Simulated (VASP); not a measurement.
# NbTe (P-6m2) in VASP: notebook, part 2 of 2

VASP 6.6.1.

## (3) Single point, PBEsol

This run uses another cell than the first one, of 22.81 Å³/atom, 1.040 times its volume.

INCAR reads:

```
ALGO = Normal
EDIFF = 1E-6
ENCUT = 500
GGA = PS
GGA_COMPAT = F
ISIF = 2
ISMEAR = -1
LASPH = T
LCHARG = F
LREAL = F
LWAVE = F
NBANDS = 16
NELM = 120
PREC = Accurate
SIGMA = 0.1
```

KPOINTS reads:

```
k-points
0
Gamma
  7 7 6
```

POSCAR reads:

```
NbTe
1.0
    3.7517029302      0.0000000000      0.0000000000
   -1.8758514651      3.2490704973      0.0000000000
    0.0000000000      0.0000000000      3.7428246143
Nb Te
1 1
Direct
    0.0000000000      0.0000000000      0.5000000000
    0.6666666667      0.3333333333      0.0000000000
```

Potentials or basis: VASP PAW PBE potentials, release 64 (Nb_sv, Te).

Command:

```console
> cat potpaw_PBE.64/Nb_sv/POTCAR potpaw_PBE.64/Te/POTCAR > POTCAR
> mpirun -np 1 vasp_std > vasp.out
```

OUTCAR:

```text
EDIFF = 1E-6
   ENCUT = 500
   GGA = PS
   ISIF = 2
   ISMEAR = -1
   LASPH = T
   LREAL = F
   NELM = 120
   PREC = Accurate

 ion  position               nearest neighbor table
   1  0.000  0.000  0.500-   2 2.86   2 2.86   2 2.86   2 2.86   2 2.86   2 2.86
   2  0.667  0.333  0.000-   1 2.86   1 2.86   1 2.86   1 2.86   1 2.86   1 2.86

  LATTYP: Found a hexagonal cell.
 ALAT       =     3.7517029302
 C/A-ratio  =     0.9976335237

  Lattice vectors:

 A1 = (   3.7517029302,   0.0000000000,   0.0000000000)
 A2 = (  -1.8758514651,   3.2490704973,   0.0000000000)
 A3 = (   0.0000000000,   0.0000000000,   3.7428246143)

Analysis of symmetry for initial positions (statically):
=====================================================================
 Subroutine PRICEL returns:
 Original cell was already a primitive cell.

 Routine SETGRP: Setting up the symmetry group for a
 hexagonal supercell.

 Subroutine GETGRP returns: Found 12 space group operations
 (whereof 12 operations were pure point group operations)
 out of a pool of 24 trial point group operations.

The static configuration has the point symmetry D_3h.

Analysis of symmetry for dynamics (positions and initial velocities):
=====================================================================
 Subroutine PRICEL returns:
 Original cell was already a primitive cell.

 Routine SETGRP: Setting up the symmetry group for a
 hexagonal supercell.

 Subroutine GETGRP returns: Found 12 space group operations
 (whereof 12 operations were pure point group operations)
 out of a pool of 24 trial point group operations.

The dynamic configuration has the point symmetry D_3h.

 Subroutine INISYM returns: Found 12 space group operations
[... 103 lines left out ...]
   ISIF   =      2    stress and relaxation
   ISYM   =      2    0-nonsym 1-usesym 2-fastsym
   POTIM  = 0.5000    time-step for ionic-motion
   TEBEG  =    0.0;   TEEND  =   0.0 temperature during run
   PSTRESS=    0.0 pullay stress
   NELECT =      19.0000    total number of electrons
   NUPDOWN=      -1.0000    fix difference up-down
   EMIN   =  10.00;   EMAX   =-10.00  energy-range for DOS
   EFERMI =   0.00;   METHOD = LEGACY
   ISMEAR =    -1;   SIGMA  =   0.10  broadening in eV -4-tet -1-fermi 0-gaus
   EFERMI_NEDOS =   21; number of points for ismear=-14 and -15
   IALGO  =     38    algorithm
   IMIX   =      4    mixing-type and parameters
     AMIX     =   0.40;   BMIX     =  1.00
     AMIX_MAG =   1.60;   BMIX_MAG =  1.00
  volume/ion in A,a.u.               =      22.81       153.94
  Fermi-wavevector in a.u.,A,eV,Ry     =   1.222542  2.310269 20.335379  1.494608
  Thomas-Fermi vector in A             =   2.357685
   LORBIT       =      0    0 simple, 1 ext, 2 COOP (PROOUT), +10 PAW based schemes
   GGA     = PS    functional components
   LHFCALC =     F    Hartree Fock is set to
   AEXX    =    0.0000 exact exchange contribution
   IVDW    =     0    specifies the selected vdW correction
   LEPSILON=     F    determine dielectric tensor
   LRPA    =     F    only Hartree local field effects (RPA)
 non-spin polarized calculation
  energy-cutoff  :      500.00
  volume of cell :       45.62
 maximum number of plane-waves:      1177
 NGX is ok and might be reduce to    28
   NGX = 13   NGY = 13   NGZ = 13

 number of electron      19.0000001 magnetization

 Free energy of the ion-electron system (eV)
  ---------------------------------------------------
  ext. energy  EPLUGINS =         0.00000000
  ---------------------------------------------------
  free energy    TOTEN  =       -14.80545695 eV

  energy without entropy =      -14.75222874  energy(sigma->0) =      -14.77884284

 E-fermi :  10.3159     XC(G=0): -11.2057

 val. band max:       10.3105784545   @ k =   0.2857   0.0000   0.3333
 cond. band min:      10.3995122732   @ k =   0.1429   0.0000   0.0000
 fundamental gap:      0.0889338187
 Fermi energy:        10.3158983524

 k-point     1 :       0.0000    0.0000    0.0000
  band No.  band energies     occupation
      1     -45.2180      2.00000
      2     -21.4198      2.00000
      3     -21.2317      2.00000
      4     -21.2317      2.00000
      5      -3.6820      2.00000
      6       7.2861      2.00000
[... 433 lines left out ...]
      3     -21.3120      2.00000
      4     -21.2808      2.00000
      5      -1.7660      2.00000
      6       4.4947      2.00000
[... 8 lines left out ...]
     15      15.5372      0.00000
     16      18.1709      0.00000

 [... further k-points ...]
[... 5 lines left out ...]
  --------------------------------------------------------------------------------------
  -------------------------------------------------------------------------------------
  Total       -2.4530468     -2.4530475     -2.8963249      0.0000000     -0.0000000      0.0000000
  in kB      -86.1448576    -86.1448816   -101.7116763      0.0000000     -0.0000000      0.0000000
  external PRESSURE =     -91.3338051 kB  Pullay stress =       0.0000000 kB

 VOLUME and BASIS-vectors are now :
 -----------------------------------------------------------------------------
  energy-cutoff  :      500.00
  volume of cell :       45.62
      direct lattice vectors                 reciprocal lattice vectors
     3.751702930  0.000000000  0.000000000     0.266545624  0.153890167  0.000000000
    -1.875851465  3.249070497  0.000000000     0.000000000  0.307780333  0.000000000
     0.000000000  0.000000000  3.742824614     0.000000000  0.000000000  0.267177895

 POSITION                                       TOTAL-FORCE (eV/Angst)
 -----------------------------------------------------------------------------------
      0.00000      0.00000      1.87141         0.000000     -0.000000      0.000000
      1.87585      1.08302      0.00000        -0.000000      0.000000      0.000000
 -----------------------------------------------------------------------------------
    total drift:                               -0.000000     -0.000006     -0.000000

  FREE ENERGIE OF THE ION-ELECTRON SYSTEM (eV)
  ---------------------------------------------------
  free  energy   TOTEN  =       -14.8054569487 eV

  energy  without entropy=      -14.7522287390  energy(sigma->0) =      -14.77884284
```

OSZICAR:

```text
N       E                     dE             d eps       ncg     rms          rms(c)
DAV:   1     0.140914313013E+03    0.14091E+03   -0.93937E+03  1024   0.105E+03
DAV:   2    -0.579804756331E+01   -0.14671E+03   -0.14316E+03  1336   0.355E+02
DAV:   3    -0.151678765511E+02   -0.93698E+01   -0.91959E+01  1904   0.663E+01
DAV:   4    -0.153397584224E+02   -0.17188E+00   -0.17171E+00  1216   0.893E+00
DAV:   5    -0.153457204658E+02   -0.59620E-02   -0.59609E-02  1648   0.168E+00    0.673E+00
DAV:   6    -0.148424286915E+02    0.50329E+00   -0.17152E+00  1560   0.106E+01    0.274E+00
DAV:   7    -0.148152783122E+02    0.27150E-01   -0.80051E-02  1192   0.204E+00    0.151E+00
DAV:   8    -0.148055738603E+02    0.97045E-02   -0.22767E-02  1496   0.899E-01    0.188E-01
DAV:   9    -0.148054633305E+02    0.11053E-03   -0.17504E-03  1368   0.328E-01    0.128E-01
DAV:  10    -0.148054594509E+02    0.38796E-05   -0.27819E-04  1472   0.167E-01    0.221E-02
DAV:  11    -0.148054572832E+02    0.21677E-05   -0.26111E-05  1568   0.484E-02    0.149E-02
DAV:  12    -0.148054569487E+02    0.33444E-06   -0.94153E-07   904   0.941E-03
   1 F= -.14805457E+02 E0= -.14778843E+02  d E =-.532282E-01
```

It took 13 s on 1 thread of Intel Xeon Platinum 8488C (Sapphire Rapids), shared host; peak memory 0.16 GiB.

Results:

```
Free energy : -14.8055 eV
Pressure    : -9.1 GPa
```

Stress tensor (GPa, compression positive):
```
 -8.61   0.00   0.00
  0.00  -8.61   0.00
  0.00   0.00 -10.17
```

Caveat: the PAW data sets were made with another functional, which shifts forces and pressure a little; spin-orbit coupling is left out, which moves the levels of the heavy elements.

## (4) Single point, PBEsol

This run uses another cell than the first one, of 23.69 Å³/atom, 1.080 times its volume.

INCAR reads:

```
PREC = Accurate
ENCUT = 500
EDIFF = 1E-6
ISMEAR = -1
SIGMA = 0.1
LREAL = F
LASPH = T
NELM = 120
ALGO = Normal
ISIF = 2
LWAVE = F
LCHARG = F
GGA = PS
NBANDS = 16
GGA_COMPAT = F
```

KPOINTS reads:

```
regular mesh
0
Gamma
  7 7 6
```

POSCAR reads:

```
NbTe
1.0
    3.7991978827      0.0000000000      0.0000000000
   -1.8995989414      3.2902023385      0.0000000000
    0.0000000000      0.0000000000      3.7902071712
Nb Te
1 1
Direct
    0.0000000000      0.0000000000      0.5000000000
    0.6666666667      0.3333333333      0.0000000000
```

Command:

```console
> cat potpaw_PBE.64/Nb_sv/POTCAR potpaw_PBE.64/Te/POTCAR > POTCAR
> mpirun -np 1 vasp_std > vasp.out
```

Run time: 16 s. Hardware: 1 thread of Intel Xeon Platinum 8488C (Sapphire Rapids), shared host; peak memory 0.17 GiB.

Results (log left out):

| Quantity | Value |
| --- | --- |
| Free energy | -14.6884 eV |
| Pressure | -12.2 GPa |

Stress tensor (GPa, compression positive):
```
-11.41   0.00   0.00
  0.00 -11.41   0.00
  0.00   0.00 -13.84
```

Levels at points of the mesh, in eV from the Fermi level:
| k point | band 8 | band 9 | band 10 | band 11 | band 12 | band 13 |
| --- | --- | --- | --- | --- | --- | --- |
| (0.00, 0.00, 0.00) | -2.67 | -2.32 | 0.14 | 0.14 | 2.18 | 2.18 |
| (0.00, 0.00, 0.50) | -2.46 | -0.83 | -0.83 | 0.58 | 1.52 | 1.52 |

Caveat: the PAW data sets were made with another functional, which shifts forces and pressure a little; spin-orbit coupling is left out, which moves the levels of the heavy elements.

## (5) Single point, PBEsol

This run uses another cell than the first one, of 24.57 Å³/atom, 1.120 times its volume.

INCAR reads:

```
SYSTEM = NbTe
PREC = Accurate
ENCUT = 500
EDIFF = 1E-6
ISMEAR = -1
SIGMA = 0.1
LREAL = .False.
LASPH = .True.
NELM = 120
ALGO = Normal
ISIF = 2
LWAVE = .False.
LCHARG = .False.
GGA = PS
NBANDS = 16
GGA_COMPAT = .False.
```

KPOINTS reads:

```
Automatic mesh
0
Gamma
  7 7 6
  0 0 0
```

POSCAR reads:

```
NbTe
1.0
    3.8455341309      0.0000000000      0.0000000000
   -1.9227670654      3.3303307121      0.0000000000
    0.0000000000      0.0000000000      3.8364337657
Nb Te
1 1
Direct
    0.0000000000      0.0000000000      0.5000000000
    0.6666666667      0.3333333333      0.0000000000
```

Command:

```console
> cat potpaw_PBE.64/Nb_sv/POTCAR potpaw_PBE.64/Te/POTCAR > POTCAR
> mpirun -np 1 vasp_std > vasp.out
```

Wall time 21 s (1 thread of Intel Xeon Platinum 8488C (Sapphire Rapids), shared host); peak memory 0.17 GiB.

It converged, with:

```
Free energy : -14.5414 eV
Pressure    : -14.6 GPa
```

Stress tensor (GPa, compression positive):
```
-13.60   0.00   0.00
  0.00 -13.60   0.00
  0.00   0.00 -16.70
```

Levels at points of the mesh, in eV from the Fermi level:
| k point | band 8 | band 9 | band 10 | band 11 | band 12 | band 13 |
| --- | --- | --- | --- | --- | --- | --- |
| (0.00, 0.00, 0.00) | -2.52 | -2.30 | 0.13 | 0.13 | 2.05 | 2.05 |
| (0.00, 0.00, 0.50) | -2.40 | -0.78 | -0.78 | 0.54 | 1.45 | 1.45 |

Caveat: the PAW data sets were made with another functional, which shifts forces and pressure a little; spin-orbit coupling is left out, which moves the levels of the heavy elements.

## (6) Overview

```tsv
cell	gap on the mesh (eV)	pressure (GPa)
a = 3.703, b = 3.703, c = 3.694 Å, angles 90.0, 90.0, 120.0°, 2 atoms	none	-5.2
a = 3.752, b = 3.752, c = 3.743 Å, angles 90.0, 90.0, 120.0°, 2 atoms	none	-9.1
a = 3.799, b = 3.799, c = 3.790 Å, angles 90.0, 90.0, 120.0°, 2 atoms	none	-12.2
a = 3.846, b = 3.846, c = 3.836 Å, angles 90.0, 90.0, 120.0°, 2 atoms	none	-14.6
```

Alike in all rows: task single point; level PBEsol; potentials or basis VASP PAW PBE potentials, release 64 (Nb_sv, Te); no spin polarisation; k mesh 7 × 7 × 6; cutoff (eV) 500; smearing fermi-dirac 0.1 eV.

Caveats: the PAW data sets were made with another functional, which shifts forces and pressure a little; spin-orbit coupling is left out, which moves the levels of the heavy elements.

Total energies depend on the potentials used, so only differences within one code and one set of settings carry meaning.
